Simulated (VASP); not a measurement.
# Ag (Fm-3m) in VASP: notebook

Ag is run at these levels: PBE; tasks: single point.

Everything below comes from runs of VASP 6.6.1. Logs are shortened: lines on timing, memory, paths and dates and some standing lists are left out, and cuts for length are marked.

## (1) The cell of the first run

The structure is cubic, space group Fm-3m (No. 225). Conventional cell: a = 4.147 Å, b = 4.147 Å, c = 4.147 Å, α = 90.00°, β = 90.00°, γ = 90.00°. Ag (site symmetry m-3m) has 12 Ag at 2.93 Å within 3.9 Å.

## (2) Single point, PBE

Contents of INCAR:

```
SYSTEM = Ag
  PREC = Accurate
  ENCUT = 520
  EDIFF = 1E-6
  ISMEAR = 1
  SIGMA = 0.6
  LREAL = .False.
  LASPH = .True.
  NELM = 100
  ALGO = Normal
  ISIF = 2
  LWAVE = .False.
  LCHARG = .True.
  GGA = PE
  LELF = .True.
  LVHAR = .True.
  NBANDS = 12
```

Contents of KPOINTS:

```
regular mesh
0
Gamma
  13 13 13
  0 0 0
```

Contents of POSCAR:

```
Ag
1.0
    0.0000000000      2.0734381516      2.0734381516
    2.0734381516      0.0000000000      2.0734381516
    2.0734381516      2.0734381516      0.0000000000
Ag
1
Direct
    0.0000000000      0.0000000000      0.0000000000
```

Potentials or basis: VASP PAW PBE potentials, release 64 (Ag).

Run with:

```sh
> cat potpaw_PBE.64/Ag/POTCAR > POTCAR
> mpirun -np 1 vasp_std > vasp.out
```

OUTCAR:

```text
SYSTEM = Ag
   PREC = Accurate
   ENCUT = 520
   EDIFF = 1E-6
   ISMEAR = 1
   LREAL = .False.
   LASPH = .True.
   NELM = 100
   ISIF = 2
   GGA = PE

 ion  position               nearest neighbor table
   1  0.000  0.000  0.000-

  LATTYP: Found a face centered cubic cell.
 ALAT       =     4.1468763032

  Lattice vectors:

 A1 = (   0.0000000000,   2.0734381516,   2.0734381516)
 A2 = (   2.0734381516,   0.0000000000,   2.0734381516)
 A3 = (   2.0734381516,   2.0734381516,   0.0000000000)

Analysis of symmetry for initial positions (statically):
=====================================================================
 Subroutine PRICEL returns:
 Original cell was already a primitive cell.

 Routine SETGRP: Setting up the symmetry group for a
 face centered cubic supercell.

 Subroutine GETGRP returns: Found 48 space group operations
[... 9 lines left out ...]

 Routine SETGRP: Setting up the symmetry group for a
 face centered cubic supercell.

 Subroutine GETGRP returns: Found 48 space group operations
[... 11 lines left out ...]
                                     Primitive cell

  volume of cell :      17.8280

  direct lattice vectors                    reciprocal lattice vectors
     0.000000000  2.073438152  2.073438152    -0.241145365  0.241145365  0.241145365
     2.073438152  0.000000000  2.073438152     0.241145365 -0.241145365  0.241145365
     2.073438152  2.073438152  0.000000000     0.241145365  0.241145365 -0.241145365

  length of vectors
     2.932284355  2.932284355  2.932284355     0.417676024  0.417676024  0.417676024

  position of ions in fractional coordinates (direct lattice)
     0.000000000  0.000000000  0.000000000

  ion indices of the primitive-cell ions
   primitive index   ion index
                 1           1

----------------------------------------------------------------------------------------

 KPOINTS: regular mesh

Automatic generation of k-mesh.
 Grid dimensions read from file:
 generate k-points for:   13   13   13

 Generating k-lattice:

  Cartesian coordinates                     Fractional coordinates (reciprocal lattice)
    -0.018549643  0.018549643  0.018549643     0.076923077  0.000000000  0.000000000
     0.018549643 -0.018549643  0.018549643     0.000000000  0.076923077  0.000000000
     0.018549643  0.018549643 -0.018549643     0.000000000  0.000000000  0.076923077

  Length of vectors
     0.032128925  0.032128925  0.032128925

  Shift w.r.t. Gamma in fractional coordinates (k-lattice)
     0.000000000  0.000000000  0.000000000

 Subroutine IBZKPT returns following result:
 ===========================================

 Found     84 irreducible k-points:

 Following reciprocal coordinates:
            Coordinates               Weight
  0.000000  0.000000  0.000000      1.000000
  0.076923  0.000000  0.000000      8.000000
  0.153846  0.000000  0.000000      8.000000
  0.230769  0.000000  0.000000      8.000000
  0.307692  0.000000  0.000000      8.000000
  0.384615  0.000000  0.000000      8.000000
[... 16 lines left out ...]
  0.384615  0.153846  0.000000     24.000000
  0.461538  0.153846  0.000000     24.000000
 [... further k-points ...]
   k-points           NKPTS =     84   k-points in BZ     NKDIM =     84   number of bands    NBANDS=     12
   number of dos      NEDOS =    301   number of ions     NIONS =      1
   total plane-waves  NPLWV =  13824
   dimension x,y,z NGX =    24 NGY =   24 NGZ =   24
   dimension x,y,z NGXF=    48 NGYF=   48 NGZF=   48
   ions per type =               1
   NGX,Y,Z   is equivalent  to a cutoff of  13.61, 13.61, 13.61 a.u.
   NGXF,Y,Z  is equivalent  to a cutoff of  27.21, 27.21, 27.21 a.u.
 SYSTEM =  Ag
   PREC   = accura    normal or accurate (medium, high low for compatibility)
   ISTART =      0    job   : 0-new  1-cont  2-samecut
   ICHARG =      2    charge: 1-file 2-atom 10-const
   ISPIN  =      1    spin polarized calculation?
   LNONCOLLINEAR =      F non collinear calculations
   LSORBIT =      F    spin-orbit coupling
   LASPH  =      T    aspherical Exc in radial PAW
   ENCUT  =  520.0 eV  38.22 Ry    6.18 a.u.   5.45  5.45  5.45*2*pi/ulx,y,z
   NELM   =    100;   NELMIN=  2; NELMDL= -5     # of ELM steps
   EDIFF  = 0.1E-05   stopping-criterion for ELM
   LREAL  =      F    real-space projection
   EDIFFG = 0.1E-04   stopping-criterion for IOM
   NSW    =      0    number of steps for IOM
   IBRION =     -1    ionic relax: 0-MD 1-quasi-New 2-CG
   NFREE  =      0    steps in history (QN), initial steepest desc. (CG)
   ISIF   =      2    stress and relaxation
   ISYM   =      2    0-nonsym 1-usesym 2-fastsym
   POTIM  = 0.5000    time-step for ionic-motion
   TEBEG  =    0.0;   TEEND  =   0.0 temperature during run
   PSTRESS=    0.0 pullay stress
   NELECT =      11.0000    total number of electrons
   NUPDOWN=      -1.0000    fix difference up-down
   EMIN   =  10.00;   EMAX   =-10.00  energy-range for DOS
   EFERMI =   0.00;   METHOD = LEGACY
   ISMEAR =     1;   SIGMA  =   0.60  broadening in eV -4-tet -1-fermi 0-gaus
   EFERMI_NEDOS =   21; number of points for ismear=-14 and -15
   IALGO  =     38    algorithm
   IMIX   =      4    mixing-type and parameters
     AMIX     =   0.40;   BMIX     =  1.00
     AMIX_MAG =   1.60;   BMIX_MAG =  1.00
  volume/ion in A,a.u.               =      17.83       120.31
  Fermi-wavevector in a.u.,A,eV,Ry     =   1.393706  2.633723 26.428197  1.942418
  Thomas-Fermi vector in A             =   2.517327
   LORBIT       =      0    0 simple, 1 ext, 2 COOP (PROOUT), +10 PAW based schemes
   GGA     = PE    functional components
   LHFCALC =     F    Hartree Fock is set to
   AEXX    =    0.0000 exact exchange contribution
   IVDW    =     0    specifies the selected vdW correction
   LEPSILON=     F    determine dielectric tensor
   LRPA    =     F    only Hartree local field effects (RPA)
 non-spin polarized calculation
 Methfessel and Paxton  Order N= 1 SIGMA  =   0.60
  energy-cutoff  :      520.00
  volume of cell :       17.83
 maximum number of plane-waves:       531
 NGX is ok and might be reduce to    24
   NGX = 11   NGY = 11   NGZ = 11

 number of electron      11.0000000 magnetization

 Free energy of the ion-electron system (eV)
  ---------------------------------------------------
  ext. energy  EPLUGINS =         0.00000000
  ---------------------------------------------------
  free energy    TOTEN  =        -2.71762791 eV

  energy without entropy =       -2.71516039  energy(sigma->0) =       -2.71680540

 E-fermi :   7.9336     XC(G=0): -11.9458

 val. band max:        7.7659505015   @ k =   0.4615   0.2308   0.0000
 cond. band min:       7.9586954097   @ k =  -0.4615   0.0769   0.0000
 fundamental gap:      0.1927449082
 Fermi energy:         7.9336236560

 k-point     1 :       0.0000    0.0000    0.0000
  band No.  band energies     occupation
      1       0.3797      2.00000
      2       3.1735      2.00000
      3       3.1735      2.00000
      4       3.1735      2.00000
      5       4.1281      2.00000
      6       4.1281      2.00000
      7      23.7464      0.00000
      8      27.0608      0.00000
      9      27.0608      0.00000
     10      27.0608      0.00000
     11      31.7631      0.00000
     12      32.6251      0.00000

 k-point     2 :       0.0769    0.0000    0.0000
  band No.  band energies     occupation
      1       0.5572      2.00000
      2       3.1363      2.00000
      3       3.2202      2.00000
      4       3.2202      2.00000
      5       4.1114      2.00000
      6       4.1114      2.00000
      7      23.7153      0.00000
      8      25.6596      0.00000
      9      27.1061      0.00000
     10      27.1061      0.00000
     11      31.4887      0.00000
     12      32.4476      0.00000

 k-point     3 :       0.1538    0.0000    0.0000
  band No.  band energies     occupation
      1       1.0463      2.00000
      2       3.0827      2.00000
      3       3.3217      2.00000
      4       3.3217      2.00000
      5       4.0992      2.00000
      6       4.0992      2.00000
      7      22.2178      0.00000
      8      24.5947      0.00000
      9      27.1627      0.00000
     10      27.1627      0.00000
     11      30.3869      0.00000
     12      31.7669      0.00000

 k-point     4 :       0.2308    0.0000    0.0000
  band No.  band energies     occupation
      1       1.6134      2.00000
      2       3.2792      2.00000
      3       3.3669      2.00000
      4       3.3669      2.00000
      5       4.1966      2.00000
      6       4.1966      2.00000
      7      19.3679     -0.00000
      8      24.3758      0.00000
      9      27.0058      0.00000
     10      27.0058      0.00000
     11      30.1366      0.00000
     12      30.8383      0.00000

 k-point     5 :       0.3077    0.0000    0.0000
  band No.  band energies     occupation
      1       1.8172      2.00000
      2       3.3080      2.00000
      3       3.3080      2.00000
      4       4.1925      2.00000
      5       4.4301      2.00000
      6       4.4301      2.00000
      7      16.4506     -0.00000
      8      23.8630      0.00000
      9      26.4554      0.00000
     10      26.4554      0.00000
     11      30.2650      0.00000
     12      30.2650      0.00000

 k-point     6 :       0.3846    0.0000    0.0000
  band No.  band energies     occupation
      1       1.7692      2.00000
      2       3.2194      2.00000
      3       3.2194      2.00000
      4       4.6834      2.00000
      5       4.6834      2.00000
      6       5.6827      2.00000
      7      13.7281     -0.00000
      8      23.3273      0.00000
      9      25.7531      0.00000
     10      25.7531      0.00000
     11      30.0829      0.00000
     12      30.0829      0.00000

 k-point     7 :       0.4615    0.0000    0.0000
  band No.  band energies     occupation
      1       1.7088      2.00000
      2       3.1623      2.00000
      3       3.1623      2.00000
      4       4.8423      2.00000
      5       4.8423      2.00000
      6       7.2213      2.07046
      7      11.5884     -0.00000
      8      23.0155      0.00000
      9      25.2991      0.00000
     10      25.2991      0.00000
     11      30.0521      0.00000
     12      30.0521      0.00000

 k-point     8 :       0.0769    0.0769    0.0000
  band No.  band energies     occupation
      1       0.6167      2.00000
      2       3.0850      2.00000
      3       3.2570      2.00000
      4       3.2570      2.00000
      5       4.0415      2.00000
      6       4.1665      2.00000
      7      23.8009      0.00000
      8      26.2147      0.00000
      9      26.3988      0.00000
     10      26.3988      0.00000
     11      32.3865      0.00000
     12      32.3865      0.00000
[... 166 lines left out ...]
 k-point    20 :       0.1538    0.1538    0.0000
  band No.  band energies     occupation
      1       1.2730      2.00000
      2       2.8465      2.00000
      3       3.4995      2.00000
      4       3.4995      2.00000
      5       3.8555      2.00000
      6       4.2741      2.00000
      7      23.9408      0.00000
      8      24.6732      0.00000
      9      24.6732      0.00000
     10      24.9317      0.00000
     11      29.7501      0.00000
     12      32.7912      0.00000

 k-point    21 :       0.2308    0.1538    0.0000
  band No.  band energies     occupation
      1       1.7561      2.00000
      2       2.7200      2.00000
      3       3.5290      2.00000
      4       3.6372      2.00000
      5       4.0136      2.00000
      6       4.3680      2.00000
      7      21.7804      0.00000
      8      23.7799      0.00000
      9      24.1361      0.00000
     10      25.6965      0.00000
     11      28.2449      0.00000
     12      32.8302      0.00000

 k-point    22 :       0.3077    0.1538    0.0000
  band No.  band energies     occupation
      1       2.1261      2.00000
      2       2.8119      2.00000
      3       3.3665      2.00000
      4       3.6679      2.00000
      5       4.5519      2.00000
      6       4.7063      2.00000
      7      18.8178     -0.00000
      8      23.1358      0.00000
      9      23.6721      0.00000
     10      25.3057      0.00000
     11      29.0615      0.00000
     12      32.5799      0.00000

 k-point    23 :       0.3846    0.1538    0.0000
  band No.  band energies     occupation
      1       2.1175      2.00000
      2       3.0791      2.00000
      3       3.3761      2.00000
      4       3.6037      2.00000
      5       4.7643      2.00000
      6       5.8848      2.00002
      7      15.9255     -0.00000
      8      22.7896      0.00000
      9      22.7984      0.00000
     10      24.5275      0.00000
     11      31.2493      0.00000
     12      32.3672      0.00000

 k-point    24 :       0.4615    0.1538    0.0000
  band No.  band energies     occupation
      1       2.0511      2.00000
      2       2.9991      2.00000
      3       3.5172      2.00000
      4       3.7535      2.00000
      5       4.8847      2.00000
      6       7.4771      1.95872
      7      13.2805     -0.00000
      8      21.7969      0.00000
      9      22.8592      0.00000
     10      24.0287      0.00000
     11      32.1654      0.00000
     12      32.1797      0.00000

 [... further k-points ...]

------------------------ aborting loop because EDIFF is reached ----------------------------------------

  FORCE on cell =-STRESS in cart. coord.  units (eV):
  Direction    XX          YY          ZZ          XY          YZ          ZX
  --------------------------------------------------------------------------------------
  -------------------------------------------------------------------------------------
  Total       -0.0118790     -0.0118790     -0.0118790      0.0000000      0.0000000     -0.0000000
  in kB       -1.0675444     -1.0675444     -1.0675444      0.0000000      0.0000000     -0.0000000
  external PRESSURE =      -1.0675444 kB  Pullay stress =       0.0000000 kB

 VOLUME and BASIS-vectors are now :
 -----------------------------------------------------------------------------
  energy-cutoff  :      520.00
  volume of cell :       17.83
      direct lattice vectors                 reciprocal lattice vectors
     0.000000000  2.073438152  2.073438152    -0.241145365  0.241145365  0.241145365
     2.073438152  0.000000000  2.073438152     0.241145365 -0.241145365  0.241145365
     2.073438152  2.073438152  0.000000000     0.241145365  0.241145365 -0.241145365

 POSITION                                       TOTAL-FORCE (eV/Angst)
 -----------------------------------------------------------------------------------
      0.00000      0.00000      0.00000         0.000000      0.000000      0.000000
 -----------------------------------------------------------------------------------
    total drift:                               -0.000000      0.000000     -0.000000

  FREE ENERGIE OF THE ION-ELECTRON SYSTEM (eV)
  ---------------------------------------------------
  free  energy   TOTEN  =        -2.7176279078 eV

  energy  without entropy=       -2.7151603942  energy(sigma->0) =       -2.71680540
```

It took 18 s on 1 thread of Intel Xeon 8259CL, shared host; peak memory 0.15 GiB.

What came out:

```yaml
Free_energy: -2.7176 eV
Pressure: -0.1 GPa
```

[end of part 1 of 2]
